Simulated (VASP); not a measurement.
# MgS (Fm-3m) in VASP: notebook

The runs below take MgS through single point, with PBE, r2SCAN, HSE06.

All numbers are computed with VASP 6.6.1; they aren't measurements. Logs are shortened: lines on timing, memory, paths and dates and some standing lists are left out, and cuts for length are marked.

**1. The cell of the first run**

The structure is cubic, space group Fm-3m (No. 225). Conventional cell: a = 5.203 Å, b = 5.203 Å, c = 5.203 Å, α = 90.00°, β = 90.00°, γ = 90.00°. Within 3.4 Å of Mg (site symmetry m-3m) lie 6 S at 2.60 Å. S (site symmetry m-3m) has 6 Mg at 2.60 Å within 3.4 Å.

**2. Single point, PBE**

Contents of INCAR:

```
SYSTEM = MgS
ALGO     = Normal         ! electronic algorithm
EDIFF    = 1E-7           ! SCF threshold, eV
ENCUT    = 520            ! plane-wave cutoff, eV
GGA      = PE             ! functional
ISIF     = 2              ! what is computed and relaxed
ISMEAR   = 0              ! smearing method
LASPH    = .True.         ! aspherical terms in the spheres
LCHARG   = .True.         ! write CHGCAR
LELF     = .True.         ! ELF
LREAL    = .False.        ! projectors in reciprocal space
LVHAR    = .True.       
LWAVE    = .False.        ! write WAVECAR
NBANDS   = 11             ! bands
NELM     = 60             ! most SCF steps
PREC     = Accurate       ! precision mode
SIGMA    = 0.01           ! smearing width, eV
```

Contents of KPOINTS:

```
k-points
0
Gamma
  8 8 8
  0 0 0
```

Contents of POSCAR:

```
MgS
1.0
    0.0000000000      2.6015176528      2.6015176528
    2.6015176528      0.0000000000      2.6015176528
    2.6015176528      2.6015176528      0.0000000000
Mg S
1 1
Direct
    0.0000000000      0.0000000000      0.0000000000
    0.5000000000      0.5000000000      0.5000000000
```

Potentials or basis: VASP PAW PBE potentials, release 64 (Mg, S).

Launch:

```
$ cat potpaw_PBE.64/Mg/POTCAR potpaw_PBE.64/S/POTCAR > POTCAR
$ mpirun -np 1 vasp_std > vasp.out
```

OUTCAR:

```text
SYSTEM = MgS
   EDIFF = 1E-7
   ENCUT = 520
   GGA = PE
   ISIF = 2
   ISMEAR = 0
   LASPH = .True.
   LREAL = .False.
   NELM = 60
   PREC = Accurate

 ion  position               nearest neighbor table
   1  0.000  0.000  0.000-   2 2.60   2 2.60   2 2.60   2 2.60   2 2.60   2 2.60
   2  0.500  0.500  0.500-   1 2.60   1 2.60   1 2.60   1 2.60   1 2.60   1 2.60

  LATTYP: Found a face centered cubic cell.
 ALAT       =     5.2030353056

  Lattice vectors:

 A1 = (   0.0000000000,   2.6015176528,   2.6015176528)
 A2 = (   2.6015176528,   0.0000000000,   2.6015176528)
 A3 = (   2.6015176528,   2.6015176528,   0.0000000000)

Analysis of symmetry for initial positions (statically):
=====================================================================
 Subroutine PRICEL returns:
 Original cell was already a primitive cell.

 Routine SETGRP: Setting up the symmetry group for a
 face centered cubic supercell.

 Subroutine GETGRP returns: Found 48 space group operations
 (whereof 48 operations were pure point group operations)
 out of a pool of 48 trial point group operations.

The static configuration has the point symmetry O_h .

Analysis of symmetry for dynamics (positions and initial velocities):
=====================================================================
 Subroutine PRICEL returns:
 Original cell was already a primitive cell.

 Routine SETGRP: Setting up the symmetry group for a
 face centered cubic supercell.

 Subroutine GETGRP returns: Found 48 space group operations
 (whereof 48 operations were pure point group operations)
 out of a pool of 48 trial point group operations.

The dynamic configuration has the point symmetry O_h .

 Subroutine INISYM returns: Found 48 space group operations
 (whereof 48 operations are pure point group operations),
 and found     1 'primitive' translations

----------------------------------------------------------------------------------------

                                     Primitive cell

  volume of cell :      35.2136

  direct lattice vectors                    reciprocal lattice vectors
     0.000000000  2.601517653  2.601517653    -0.192195505  0.192195505  0.192195505
     2.601517653  0.000000000  2.601517653     0.192195505 -0.192195505  0.192195505
     2.601517653  2.601517653  0.000000000     0.192195505  0.192195505 -0.192195505

  length of vectors
     3.679101547  3.679101547  3.679101547     0.332892380  0.332892380  0.332892380

  position of ions in fractional coordinates (direct lattice)
     0.000000000  0.000000000  0.000000000
     0.500000000  0.500000000  0.500000000

  ion indices of the primitive-cell ions
   primitive index   ion index
                 1           1
                 2           2

----------------------------------------------------------------------------------------

 KPOINTS: k-points

Automatic generation of k-mesh.
 Grid dimensions read from file:
 generate k-points for:    8    8    8

 Generating k-lattice:

  Cartesian coordinates                     Fractional coordinates (reciprocal lattice)
    -0.024024438  0.024024438  0.024024438     0.125000000  0.000000000  0.000000000
     0.024024438 -0.024024438  0.024024438     0.000000000  0.125000000  0.000000000
     0.024024438  0.024024438 -0.024024438     0.000000000  0.000000000  0.125000000

  Length of vectors
     0.041611548  0.041611548  0.041611548

  Shift w.r.t. Gamma in fractional coordinates (k-lattice)
     0.000000000  0.000000000  0.000000000

 Subroutine IBZKPT returns following result:
 ===========================================

 Found     29 irreducible k-points:

 Following reciprocal coordinates:
            Coordinates               Weight
  0.000000  0.000000  0.000000      1.000000
  0.125000  0.000000  0.000000      8.000000
  0.250000  0.000000  0.000000      8.000000
  0.375000  0.000000  0.000000      8.000000
  0.500000  0.000000  0.000000      4.000000
  0.125000  0.125000  0.000000      6.000000
[... 16 lines left out ...]
  0.500000  0.250000  0.125000     48.000000
 -0.375000  0.250000  0.125000     24.000000
 [... further k-points ...]
   k-points           NKPTS =     29   k-points in BZ     NKDIM =     29   number of bands    NBANDS=     11
   number of dos      NEDOS =    301   number of ions     NIONS =      2
   total plane-waves  NPLWV =  21952
   dimension x,y,z NGX =    28 NGY =   28 NGZ =   28
   dimension x,y,z NGXF=    56 NGYF=   56 NGZF=   56
   ions per type =               1   1
   NGX,Y,Z   is equivalent  to a cutoff of  12.65, 12.65, 12.65 a.u.
   NGXF,Y,Z  is equivalent  to a cutoff of  25.30, 25.30, 25.30 a.u.
 SYSTEM =  MgS
   PREC   = accura    normal or accurate (medium, high low for compatibility)
   ISTART =      0    job   : 0-new  1-cont  2-samecut
   ICHARG =      2    charge: 1-file 2-atom 10-const
   ISPIN  =      1    spin polarized calculation?
   LNONCOLLINEAR =      F non collinear calculations
   LSORBIT =      F    spin-orbit coupling
   LASPH  =      T    aspherical Exc in radial PAW
   ENCUT  =  520.0 eV  38.22 Ry    6.18 a.u.   6.84  6.84  6.84*2*pi/ulx,y,z
   NELM   =     60;   NELMIN=  2; NELMDL= -5     # of ELM steps
   EDIFF  = 0.1E-06   stopping-criterion for ELM
   LREAL  =      F    real-space projection
   EDIFFG = 0.1E-05   stopping-criterion for IOM
   NSW    =      0    number of steps for IOM
   IBRION =     -1    ionic relax: 0-MD 1-quasi-New 2-CG
   NFREE  =      0    steps in history (QN), initial steepest desc. (CG)
   ISIF   =      2    stress and relaxation
   ISYM   =      2    0-nonsym 1-usesym 2-fastsym
   POTIM  = 0.5000    time-step for ionic-motion
   TEBEG  =    0.0;   TEEND  =   0.0 temperature during run
   PSTRESS=    0.0 pullay stress
   NELECT =       8.0000    total number of electrons
   NUPDOWN=      -1.0000    fix difference up-down
   EMIN   =  10.00;   EMAX   =-10.00  energy-range for DOS
   EFERMI =   0.00;   METHOD = LEGACY
   ISMEAR =     0;   SIGMA  =   0.01  broadening in eV -4-tet -1-fermi 0-gaus
   EFERMI_NEDOS =   21; number of points for ismear=-14 and -15
   IALGO  =     38    algorithm
   IMIX   =      4    mixing-type and parameters
     AMIX     =   0.40;   BMIX     =  1.00
     AMIX_MAG =   1.60;   BMIX_MAG =  1.00
  volume/ion in A,a.u.               =      17.61       118.82
  Fermi-wavevector in a.u.,A,eV,Ry     =   0.998929  1.887703 13.576704  0.997860
  Thomas-Fermi vector in A             =   2.131186
   LORBIT       =      0    0 simple, 1 ext, 2 COOP (PROOUT), +10 PAW based schemes
   GGA     = PE    functional components
   LHFCALC =     F    Hartree Fock is set to
   AEXX    =    0.0000 exact exchange contribution
   IVDW    =     0    specifies the selected vdW correction
   LEPSILON=     F    determine dielectric tensor
   LRPA    =     F    only Hartree local field effects (RPA)
 non-spin polarized calculation
 Gauss-broadening in eV      SIGMA  =   0.01
  energy-cutoff  :      520.00
  volume of cell :       35.21
 maximum number of plane-waves:       960
   NGX = 13   NGY = 13   NGZ = 13

 number of electron       8.0000000 magnetization

 Free energy of the ion-electron system (eV)
  ---------------------------------------------------
  ext. energy  EPLUGINS =         0.00000000
  ---------------------------------------------------
  free energy    TOTEN  =        -8.50184956 eV

  energy without entropy =       -8.50184956  energy(sigma->0) =       -8.50184956

 E-fermi :   3.8056     XC(G=0):  -9.6888

 val. band max:        3.7264998259   @ k =   0.0000   0.0000   0.0000
 cond. band min:       6.5023669062   @ k =   0.5000   0.5000   0.0000
 fundamental gap:      2.7758670803
 Fermi energy:         3.8056353784

 k-point     1 :       0.0000    0.0000    0.0000
  band No.  band energies     occupation
      1      -8.9412      2.00000
      2       3.7265      2.00000
      3       3.7265      2.00000
      4       3.7265      2.00000
      5       7.4379      0.00000
      6      11.6811      0.00000
      7      11.6811      0.00000
      8      11.6811      0.00000
      9      14.0765      0.00000
     10      14.0765      0.00000
     11      16.2652      0.00000

 k-point     2 :       0.1250    0.0000    0.0000
  band No.  band energies     occupation
      1      -8.7901      2.00000
      2       2.6790      2.00000
      3       3.6255      2.00000
      4       3.6255      2.00000
      5       8.2396      0.00000
      6      11.3639      0.00000
      7      11.9286      0.00000
      8      11.9286      0.00000
      9      13.4418      0.00000
     10      13.4418      0.00000
     11      16.4250      0.00000

 k-point     3 :       0.2500    0.0000    0.0000
  band No.  band energies     occupation
      1      -8.3816      2.00000
      2       0.9199      2.00000
      3       3.4053      2.00000
      4       3.4053      2.00000
      5       8.6874      0.00000
      6      11.5471      0.00000
      7      11.5471      0.00000
      8      12.0303      0.00000
      9      14.0182      0.00000
     10      14.0182      0.00000
     11      15.6184      0.00000

 k-point     4 :       0.3750    0.0000    0.0000
  band No.  band energies     occupation
      1      -7.8830      2.00000
      2      -0.5240      2.00000
      3       3.2114      2.00000
      4       3.2114      2.00000
      5       8.4143      0.00000
      6      10.8810      0.00000
      7      10.8810      0.00000
      8      13.4927      0.00000
      9      15.3174      0.00000
     10      15.9777      0.00000
     11      15.9777      0.00000
[... 239 lines left out ...]
 k-point    22 :       0.3750    0.2500    0.1250
  band No.  band energies     occupation
      1      -8.0619      2.00000
      2       0.6566      2.00000
      3       2.2731      2.00000
      4       3.0522      2.00000
      5       9.5216      0.00000
      6      10.2215      0.00000
      7      10.8206      0.00000
      8      12.9244      0.00000
      9      13.8581      0.00000
     10      16.6979      0.00000
     11      18.6138      0.00000

 k-point    23 :       0.5000    0.2500    0.1250
  band No.  band energies     occupation
      1      -7.6409      2.00000
      2      -0.1841      2.00000
      3       1.7353      2.00000
      4       2.7391      2.00000
      5       9.3461      0.00000
      6      10.1197      0.00000
      7      11.5402      0.00000
      8      12.7238      0.00000
      9      15.3898      0.00000
     10      17.9974      0.00000
     11      18.6289      0.00000

 k-point    24 :      -0.3750    0.2500    0.1250
  band No.  band energies     occupation
      1      -7.4397      2.00000
      2      -0.5766      2.00000
      3       1.5918      2.00000
      4       2.5779      2.00000
      5       9.2981      0.00000
      6       9.8369      0.00000
      7      12.1449      0.00000
      8      13.1479      0.00000
      9      15.9936      0.00000
     10      17.0265      0.00000
     11      19.2882      0.00000

 [... further k-points ...]

------------------------ aborting loop because EDIFF is reached ----------------------------------------

  FORCE on cell =-STRESS in cart. coord.  units (eV):
  Direction    XX          YY          ZZ          XY          YZ          ZX
  --------------------------------------------------------------------------------------
  -------------------------------------------------------------------------------------
  Total        0.1923213      0.1923213      0.1923213      0.0000000      0.0000000     -0.0000000
  in kB        8.7503957      8.7503957      8.7503957      0.0000000      0.0000000     -0.0000000
  external PRESSURE =       8.7503957 kB  Pullay stress =       0.0000000 kB

 VOLUME and BASIS-vectors are now :
 -----------------------------------------------------------------------------
  energy-cutoff  :      520.00
  volume of cell :       35.21
      direct lattice vectors                 reciprocal lattice vectors
     0.000000000  2.601517653  2.601517653    -0.192195505  0.192195505  0.192195505
     2.601517653  0.000000000  2.601517653     0.192195505 -0.192195505  0.192195505
     2.601517653  2.601517653  0.000000000     0.192195505  0.192195505 -0.192195505

 POSITION                                       TOTAL-FORCE (eV/Angst)
 -----------------------------------------------------------------------------------
      0.00000      0.00000      0.00000         0.000000     -0.000000      0.000000
      2.60152      2.60152      2.60152        -0.000000      0.000000     -0.000000
 -----------------------------------------------------------------------------------
    total drift:                                0.000000      0.000000      0.000000

  FREE ENERGIE OF THE ION-ELECTRON SYSTEM (eV)
  ---------------------------------------------------
  free  energy   TOTEN  =        -8.5018495628 eV

  energy  without entropy=       -8.5018495628  energy(sigma->0) =       -8.50184956
```

Run time: 11 s. Hardware: 1 thread of Intel Xeon Platinum 8259CL at 2.50GHz (Skylake/Cascade Lake), shared host; peak memory 0.16 GiB.

Results:

```yaml
Free_energy: -8.5018 eV
Pressure: 0.9 GPa
Band_gap_on_the_k_mesh: 2.78 eV, indirect (least direct gap 3.71 eV)
```

Levels at points of the mesh, in eV from the valence-band top:
| k point | band 2 | band 3 | band 4 | band 5 | band 6 | band 7 |
| --- | --- | --- | --- | --- | --- | --- |
| (0.00, 0.00, 0.00) | 0.00 | 0.00 | 0.00 | 3.71 | 7.95 | 7.95 |
| (0.50, 0.00, 0.00) | -4.83 | -0.59 | -0.59 | 4.55 | 6.91 | 6.91 |
| (0.50, 0.50, 0.00) | -4.19 | -1.68 | -1.68 | 2.78 | 4.40 | 12.01 |

A k mesh can miss the band edges.

**3. Single point, r2SCAN**

POSCAR is that of step 2.

Contents of INCAR.step1:

```
SYSTEM = MgS
  PREC = Accurate
  ENCUT = 520
  ISMEAR = 0
  SIGMA = 0.01
  LREAL = .False.
  LASPH = .True.
  NELM = 80
  NBANDS = 11
  GGA = PE
  ALGO = Normal
  EDIFF = 1E-4
  LWAVE = .True.
  LCHARG = .False.
```

Contents of INCAR.step2:

```
SYSTEM = MgS
  PREC = Accurate
  ENCUT = 520
  EDIFF = 1E-7
  ISMEAR = 0
  SIGMA = 0.01
  LREAL = .False.
  LASPH = .True.
  NELM = 80
  ALGO = Normal
  ISIF = 2
  LWAVE = .False.
  LCHARG = .False.
  METAGGA = R2SCAN
  LMIXTAU = .True.
  NBANDS = 11
  ISTART = 1
```

Contents of KPOINTS:

```
regular mesh
0
Gamma
  6 6 6
  0 0 0
```

Potentials or basis: VASP PAW PBE potentials, release 64 (Mg, S).

Launch:

```
$ cat potpaw_PBE.64/Mg/POTCAR potpaw_PBE.64/S/POTCAR > POTCAR
$ cp INCAR.step1 INCAR
$ mpirun -np 1 vasp_std > vasp.out
$ cp INCAR.step2 INCAR
$ mpirun -np 1 vasp_std > vasp.out
```

Run time: 36 s. Hardware: 1 thread of Intel Xeon Platinum 8259CL at 2.50GHz (Skylake/Cascade Lake), shared host; peak memory 0.16 GiB.

The run converged. Its results:

```
Free energy            : -15.5086 eV
Pressure               : -0.4 GPa
Band gap on the k mesh : 3.43 eV, indirect (least direct gap 4.62 eV)
```

Levels at points of the mesh, in eV from the valence-band top:
```csv
k point,band 2,band 3,band 4,band 5,band 6,band 7
"(0.00, 0.00, 0.00)",0.00,0.00,0.00,4.62,8.53,8.53
"(0.50, 0.00, 0.00)",-4.88,-0.62,-0.62,5.22,7.50,7.50
"(0.50, 0.50, 0.00)",-4.27,-1.73,-1.73,3.43,4.92,13.14
```

Caveat: the PAW data sets were made with another functional, which shifts forces and pressure a little.

[end of part 1 of 2]
